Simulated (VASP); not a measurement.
# CoSi (P2_13) in VASP: a series of runs, part 2 of 2

VASP 6.6.1. The steps go on from the part before.

### Step 3. Single point, PBE

INCAR reads:

```
SYSTEM = CoSi
  PREC = Accurate
  ENCUT = 520
  EDIFF = 1E-6
  ISMEAR = 0
  SIGMA = 0.05
  LREAL = .False.
  LASPH = .True.
  NELM = 100
  ALGO = Normal
  ISIF = 2
  LWAVE = .False.
  LCHARG = .True.
  GGA = PE
  LELF = .True.
  LVHAR = .True.
  NBANDS = 36
```

KPOINTS reads:

```
Automatic mesh
0
Gamma
  8 8 8
  0 0 0
```

POSCAR reads:

```
CoSi
1.0
    4.4307862985      0.0000000000      0.0000000000
    0.0000000000      4.4307862985      0.0000000000
    0.0000000000      0.0000000000      4.4307862985
Co Si
4 4
Direct
    0.1450295574      0.1450295574      0.1450295574
    0.3549704426      0.8549704426      0.6450295574
    0.6450295574      0.3549704426      0.8549704426
    0.8549704426      0.6450295574      0.3549704426
    0.8431660435      0.8431660435      0.8431660435
    0.6568339565      0.1568339565      0.3431660435
    0.3431660435      0.6568339565      0.1568339565
    0.1568339565      0.3431660435      0.6568339565
```

Potentials or basis: VASP PAW PBE potentials, release 64 (Co, Si).

Run with:

```bash
cat potpaw_PBE.64/Co/POTCAR potpaw_PBE.64/Si/POTCAR > POTCAR
mpirun -np 1 vasp_std > vasp.out
```

OUTCAR:

```text
SYSTEM = CoSi
   PREC = Accurate
   ENCUT = 520
   EDIFF = 1E-6
   ISMEAR = 0
   LREAL = .False.
   LASPH = .True.
   NELM = 100
   ISIF = 2
   GGA = PE

 ion  position               nearest neighbor table
   1  0.145  0.145  0.145-   5 2.32   6 2.34   7 2.34   8 2.34   7 2.43   8 2.43   6 2.43   3 2.72
                             4 2.72   2 2.72   2 2.72   4 2.72   3 2.72
   2  0.355  0.855  0.645-   6 2.32   5 2.34   7 2.34   8 2.34   7 2.43   8 2.43   5 2.43   1 2.72
                             1 2.72   3 2.72   3 2.72   4 2.72   4 2.72
   3  0.645  0.355  0.855-   7 2.32   6 2.34   5 2.34   8 2.34   8 2.43   6 2.43   5 2.43   1 2.72
                             4 2.72   2 2.72   2 2.72   4 2.72   1 2.72
   4  0.855  0.645  0.355-   8 2.32   6 2.34   7 2.34   5 2.34   6 2.43   5 2.43   7 2.43   1 2.72
                             3 2.72   2 2.72   1 2.72   2 2.72   3 2.72
   5  0.843  0.843  0.843-   1 2.32   2 2.34   3 2.34   4 2.34   3 2.43   4 2.43   2 2.43   8 2.74
                             8 2.74   6 2.74   6 2.74   7 2.74   7 2.74
   6  0.657  0.157  0.343-   2 2.32   1 2.34   3 2.34   4 2.34   3 2.43   4 2.43   1 2.43   7 2.74
                             7 2.74   5 2.74   8 2.74   5 2.74   8 2.74
   7  0.343  0.657  0.157-   3 2.32   2 2.34   1 2.34   4 2.34   4 2.43   2 2.43   1 2.43   6 2.74
                             6 2.74   8 2.74   8 2.74   5 2.74   5 2.74
   8  0.157  0.343  0.657-   4 2.32   2 2.34   3 2.34   1 2.34   2 2.43   1 2.43   3 2.43   5 2.74
[... 208 lines left out ...]
  band No.  band energies     occupation
      1      -1.5639      2.00000
      2       3.9303      2.00000
      3       3.9303      2.00000
      4       3.9303      2.00000
      5       6.6308      2.00000
      6       6.6308      2.00000
[... 925 lines left out ...]
     35      16.9452      0.00000
     36      17.7550      0.00000

 [... further k-points ...]
[... 5 lines left out ...]
  --------------------------------------------------------------------------------------
  -------------------------------------------------------------------------------------
  Total       -0.0618519     -0.0618519     -0.0618519      0.0000000      0.0000000      0.0000000
  in kB       -1.1392552     -1.1392552     -1.1392552      0.0000000      0.0000000      0.0000000
  external PRESSURE =      -1.1392552 kB  Pullay stress =       0.0000000 kB

 VOLUME and BASIS-vectors are now :
 -----------------------------------------------------------------------------
  energy-cutoff  :      520.00
  volume of cell :       86.98
      direct lattice vectors                 reciprocal lattice vectors
     4.430786299  0.000000000  0.000000000     0.225693575  0.000000000  0.000000000
     0.000000000  4.430786299  0.000000000     0.000000000  0.225693575  0.000000000
     0.000000000  0.000000000  4.430786299     0.000000000  0.000000000  0.225693575

 POSITION                                       TOTAL-FORCE (eV/Angst)
 -----------------------------------------------------------------------------------
      0.64259      0.64259      0.64259         0.000981      0.000981      0.000981
      1.57280      3.78819      2.85799        -0.000981     -0.000981      0.000981
      2.85799      1.57280      3.78819         0.000981     -0.000981     -0.000981
      3.78819      2.85799      1.57280        -0.000981      0.000981     -0.000981
      3.73589      3.73589      3.73589         0.002100      0.002100      0.002100
      2.91029      0.69490      1.52050        -0.002100     -0.002100      0.002100
      1.52050      2.91029      0.69490         0.002100     -0.002100     -0.002100
      0.69490      1.52050      2.91029        -0.002100      0.002100     -0.002100
 -----------------------------------------------------------------------------------
    total drift:                               -0.000000      0.000000      0.000000

  FREE ENERGIE OF THE ION-ELECTRON SYSTEM (eV)
  ---------------------------------------------------
  free  energy   TOTEN  =       -54.7488391880 eV

  energy  without entropy=      -54.7466996734  energy(sigma->0) =      -54.74776943
```

OSZICAR:

```text
N       E                     dE             d eps       ncg     rms          rms(c)
DAV:   1     0.355448633843E+03    0.35545E+03   -0.22161E+04  3240   0.167E+03
DAV:   2    -0.308696080046E+02   -0.38632E+03   -0.36852E+03  3240   0.362E+02
DAV:   3    -0.594583309046E+02   -0.28589E+02   -0.27232E+02  3540   0.119E+02
DAV:   4    -0.606370046322E+02   -0.11787E+01   -0.11643E+01  4144   0.219E+01
DAV:   5    -0.606825422194E+02   -0.45538E-01   -0.45477E-01  4144   0.415E+00    0.275E+01
DAV:   6    -0.668554294417E+02   -0.61729E+01   -0.11091E+02  4232   0.133E+02    0.278E+01
DAV:   7    -0.546753688269E+02    0.12180E+02   -0.47892E+01  3736   0.971E+01    0.720E+00
DAV:   8    -0.548488969364E+02   -0.17353E+00   -0.40416E+00  3628   0.101E+01    0.293E+00
DAV:   9    -0.547535249096E+02    0.95372E-01   -0.24416E-01  4608   0.600E+00    0.945E-01
DAV:  10    -0.547498752196E+02    0.36497E-02   -0.17527E-02  3712   0.848E-01    0.310E-01
DAV:  11    -0.547489021041E+02    0.97312E-03   -0.22828E-03  5308   0.535E-01    0.104E-01
DAV:  12    -0.547488446242E+02    0.57480E-04   -0.20938E-04  4736   0.136E-01    0.379E-02
DAV:  13    -0.547488433320E+02    0.12922E-05   -0.67634E-05  5044   0.531E-02    0.331E-02
DAV:  14    -0.547488391835E+02    0.41485E-05   -0.20530E-05  4652   0.396E-02    0.256E-03
DAV:  15    -0.547488391880E+02   -0.44556E-08   -0.10035E-06  1900   0.775E-03
   1 F= -.54748839E+02 E0= -.54747769E+02  d E =-.213951E-02
```

stdout:

```text
POSCAR found type information on POSCAR CoSi
 POSCAR found :  2 types and       8 ions
 scaLAPACK will be used
 LDA part: xc-table for (Slater+PW92), standard interpolation
 POSCAR, INCAR and KPOINTS ok, starting setup
 FFT: planning ... GRIDC
 FFT: planning ... GRID_SOFT
 FFT: planning ... GRID
 WAVECAR not read
 entering main loop
```

It took 81 s on 1 thread of AMD EPYC 9R45 (Zen 5), shared host; peak memory 0.24 GiB.

What came out:

* Free energy: -54.7488 eV
* Pressure: -0.1 GPa
* Largest force: 0.004 eV/Å
* Band gap on the k mesh: zero (band 26 reaches 12.10 eV, above the bottom of band 27 at 11.89 eV)

Forces on the atoms (eV/Å):
```
Co   0.001  0.001  0.001
Co  -0.001 -0.001  0.001
Co   0.001 -0.001 -0.001
Co  -0.001  0.001 -0.001
Si   0.002  0.002  0.002
Si  -0.002 -0.002  0.002
Si   0.002 -0.002 -0.002
Si  -0.002  0.002 -0.002
```

Levels at points of the mesh, in eV from the Fermi level:
```tsv
k point	band 22	band 23	band 24	band 25	band 26	band 27	band 28	band 29	band 30	band 31
(0.00, 0.00, 0.00)	-0.90	-0.77	-0.77	0.00	0.00	0.00	2.50	2.50	2.50	2.92
(0.50, 0.00, 0.00)	-1.03	-0.64	-0.64	-0.48	-0.48	1.01	1.01	1.49	1.49	4.28
(0.50, 0.50, 0.00)	-1.48	-0.99	-0.99	-0.03	-0.03	0.59	0.59	2.01	2.01	2.51
(0.50, 0.50, 0.50)	-1.21	-1.21	-1.21	-0.22	-0.22	-0.22	-0.22	5.41	5.41	5.41
```

### Step 4. Relaxation of cell and atoms, PBE

This run uses another cell than the first one, of 10.93 Å³/atom, 1.005 times its volume.

INCAR reads:

```
PREC     = Accurate       # precision mode
ENCUT    = 600            # plane-wave cutoff, eV
EDIFF    = 1E-7           # SCF threshold, eV
ISMEAR   = 0              # smearing method
SIGMA    = 0.05           # smearing width, eV
LREAL    = False          # projectors in reciprocal space
LASPH    = True           # aspherical terms in the spheres
NELM     = 100            # most SCF steps
ALGO     = Normal         # electronic algorithm
ISIF     = 3              # what is computed and relaxed
LWAVE    = False          # write WAVECAR
LCHARG   = False          # write CHGCAR
GGA      = PE             # functional
IBRION   = 2              # ionic algorithm
NSW      = 80             # ionic steps
EDIFFG   = -0.01          # ionic threshold
```

KPOINTS reads:

```
regular mesh
0
Gamma
  8 8 8
```

POSCAR reads:

```
CoSi
1.0
    4.4380000000      0.0000000000      0.0000000000
    0.0000000000      4.4380000000      0.0000000000
    0.0000000000      0.0000000000      4.4380000000
Co Si
4 4
Direct
    0.1400000000      0.1400000000      0.1400000000
    0.3600000000      0.8600000000      0.6400000000
    0.6400000000      0.3600000000      0.8600000000
    0.8600000000      0.6400000000      0.3600000000
    0.8430000000      0.8430000000      0.8430000000
    0.6570000000      0.1570000000      0.3430000000
    0.3430000000      0.6570000000      0.1570000000
    0.1570000000      0.3430000000      0.6570000000
```

Run with:

```bash
cat potpaw_PBE.64/Co/POTCAR potpaw_PBE.64/Si/POTCAR > POTCAR
mpirun -np 1 vasp_std > vasp.out
```

Wall time 5.5 min (1 thread of AMD EPYC 9R45 (Zen 5), shared host); peak memory 0.25 GiB.

It converged, with:

- Free energy: -54.7484 eV
- Relaxed volume: 10.86 Å³/atom
- Relaxed cell: a = 4.429 Å, b = 4.429 Å, c = 4.429 Å, α = 90.00°, β = 90.00°, γ = 90.00°
- Space group after relaxing (to 0.05 Å): P2_13 (No. 198)
- Energy gained by relaxing: 2.8 meV/atom
- Ionic steps: 7
- Pressure after relaxing: 0.0 GPa
- Band gap on the k mesh: zero (band 26 reaches 12.11 eV, above the bottom of band 27 at 11.90 eV)

Forces in eV/Å, atoms in the order of the input:
```
Co  -0.001 -0.001 -0.001
Co   0.001  0.001 -0.001
Co  -0.001  0.001  0.001
Co   0.001 -0.001  0.001
Si   0.002  0.002  0.002
Si  -0.002 -0.002  0.002
Si   0.002 -0.002 -0.002
Si  -0.002  0.002 -0.002
```

The path:
```csv
step,energy change (eV),largest force (eV/Å),pressure (GPa),volume (Å³)
1,0.0000,0.2717,-0.42,87.41
2,-0.0124,0.1877,0.20,87.05
3,-0.0192,0.0789,1.17,86.54
4,-0.0180,0.0637,-1.68,87.55
5,-0.0218,0.0540,-0.14,87.00
6,-0.0223,0.0123,-0.01,86.92
7,-0.0223,0.0027,0.02,86.91
```

Final structure:
```
CELL_PARAMETERS angstrom
4.42946 0.00000 0.00000
0.00000 4.42946 0.00000
0.00000 0.00000 4.42946
ATOMIC_POSITIONS crystal
Co 0.14512 0.14512 0.14512
Co 0.35488 0.85488 0.64512
Co 0.64512 0.35488 0.85488
Co 0.85488 0.64512 0.35488
Si 0.84319 0.84319 0.84319
Si 0.65681 0.15681 0.34319
Si 0.34319 0.65681 0.15681
Si 0.15681 0.34319 0.65681
```

Levels at points of the mesh, in eV from the Fermi level:
```
           k point  band 23  band 24  band 25  band 26  band 27  band 28  band 29  band 30
(0.00, 0.00, 0.00)    -0.77    -0.77     0.00     0.00     0.00     2.50     2.50     2.50
(0.50, 0.00, 0.00)    -0.64    -0.64    -0.48    -0.48     1.01     1.01     1.49     1.49
(0.50, 0.50, 0.00)    -0.99    -0.99    -0.03    -0.03     0.59     0.59     2.01     2.01
(0.50, 0.50, 0.50)    -1.21    -1.21    -0.22    -0.22    -0.22    -0.22     5.42     5.42
```

Spin polarisation is off, so any magnetic state and its effect on volume and gap are missing.
